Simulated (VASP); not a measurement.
**ZnO: single point with PBE**

The system is ZnO.

```xyz
2
Lattice="0.0000 2.1338 2.1338 2.0079 0.0000 2.1338 2.0079 2.1338 0.0000" Properties=species:S:1:pos:R:3 pbc="T T T"
Zn    0.0000    0.0000    0.0000
O     2.0079    2.1338    2.1338
```

This cell differs from its parent crystal: uniaxial x strain -5.9%.

* Program: VASP 6.6.1
* Task: single point
* Functional: PBE
* Potentials or basis: VASP PAW PBE potentials, release 64 (Zn, O)
* Cutoff: 520 eV
* k mesh: 10 × 10 × 10
* Occupations: fermi-dirac, width 0.02 eV
* Spin: no spin polarisation
* Dipole correction: no
* Further INCAR settings: ALGO = Normal; EDIFF = 1e-06; NBANDS = 16

```
Pressure               : 24.8 GPa
Band gap on the k mesh : 1.06 eV, indirect (least direct gap 2.80 eV)
```

Stress tensor (GPa, compression positive):
```
33.34  0.00  0.00
 0.00 20.58  0.00
 0.00  0.00 20.58
```

Levels at points of the mesh, in eV from the valence-band top:
| k point | band 5 | band 6 | band 7 | band 8 | band 9 | band 10 | band 11 | band 12 | band 13 | band 14 |
| --- | --- | --- | --- | --- | --- | --- | --- | --- | --- | --- |
| (0.00, 0.00, 0.00) | -5.03 | -4.92 | -2.09 | -1.74 | -1.74 | 1.06 | 18.14 | 18.14 | 18.39 | 18.41 |
| (0.50, 0.00, 0.00) | -4.76 | -4.67 | -3.86 | -0.38 | 0.00 | 5.30 | 9.54 | 12.31 | 13.77 | 19.80 |
| (0.50, 0.50, 0.00) | -4.65 | -4.54 | -4.20 | -3.63 | -3.03 | 4.41 | 10.62 | 11.51 | 15.56 | 16.87 |
| (0.00, 0.50, 0.50) | -4.57 | -4.57 | -4.07 | -3.57 | -3.57 | 4.33 | 10.67 | 11.48 | 15.42 | 15.42 |

Wall time 57 s on 1 thread of AMD EPYC 7R13 (shared host), peak memory 0.13 GiB.

Caveat: the cell differs from its parent crystal (uniaxial x strain -5.9%). A k mesh can miss the band edges.
